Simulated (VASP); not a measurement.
## Sn: single point with PBEsol

Sn:

```
Sn
1.0
     0.00000    3.33772    3.33772
     3.33772    0.00000    3.33772
     3.33772    3.33772    0.00000
Sn
2
Direct
  0.00000 0.00000 0.00000
  0.25000 0.25000 0.25000
```

```json
{
  "Program": "VASP 6.6.1",
  "Task": "single point",
  "Functional": "PBEsol",
  "Potentials or basis": "VASP PAW PBE potentials, release 64 (Sn_d)",
  "Cutoff": "520 eV",
  "k mesh": "7 × 7 × 7",
  "Occupations": "gaussian, width 0.1 eV",
  "Spin": "no spin polarisation",
  "Dipole correction": "no",
  "Further INCAR settings": "ALGO = Normal; EDIFF = 1e-06; NBANDS = 21"
}
```

```json
{
 "Pressure": "-2.2 GPa",
 "Band gap on the k mesh": "zero (band 14 reaches 4.72 eV, above the bottom of band 15 at 4.45 eV)"
}
```

Levels at points of the mesh, in eV from the Fermi level:
```csv
k point,band 10,band 11,band 12,band 13,band 14,band 15,band 16,band 17,band 18,band 19
"(0.00, 0.00, 0.00)",-21.00,-9.93,-1.10,0.25,0.25,0.25,2.29,2.29,2.29,4.95
```

Run time: 23 s on 1 thread of Intel Xeon 6975P-C, with other jobs on the host, peak memory 0.2 GiB.

Caveat: the PAW data sets were made with another functional, which shifts forces and pressure a little; spin-orbit coupling is left out, which moves the levels of the heavy elements.
